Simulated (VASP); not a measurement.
Here is a VASP 6.6.1 calculation.

Contents of INCAR:

```
SYSTEM = GaN
PREC = Accurate ; ENCUT = 600
EDIFF = 1E-6 ; ISMEAR = 0
SIGMA = 0.03 ; LREAL = .False.
LASPH = .True. ; NELM = 120
ALGO = Normal ; ISIF = 2
LWAVE = .False. ; LCHARG = .True.
LELF = .True. ; LVHAR = .True.
NBANDS = 16 ; GGA_COMPAT = .False.
```

KPOINTS

```
regular mesh
0
Gamma
  12 12 12
  0 0 0
```

File POSCAR:

```
GaN
1.0
    0.0000000000      2.0814829907      2.0814829907
    2.0814829907      0.0000000000      2.0814829907
    2.0814829907      2.0814829907      0.0000000000
Ga N
1 1
Direct
    0.0000000000      0.0000000000      0.0000000000
    0.5000000000      0.5000000000      0.5000000000
```

Potentials or basis: VASP PAW LDA potentials, release 64 (Ga_d, N).

Launch:

```bash
$ cat potpaw_LDA.64/Ga_d/POTCAR potpaw_LDA.64/N/POTCAR > POTCAR
$ mpirun -np 1 vasp_std > vasp.out
```

Question: Estimate the band gap on the k mesh.

Answer: 0.70 eV, indirect (least direct gap 3.42 eV).

Question: Estimate the pressure.

Answer: 4.7 GPa.

 A k mesh can miss the band edges.
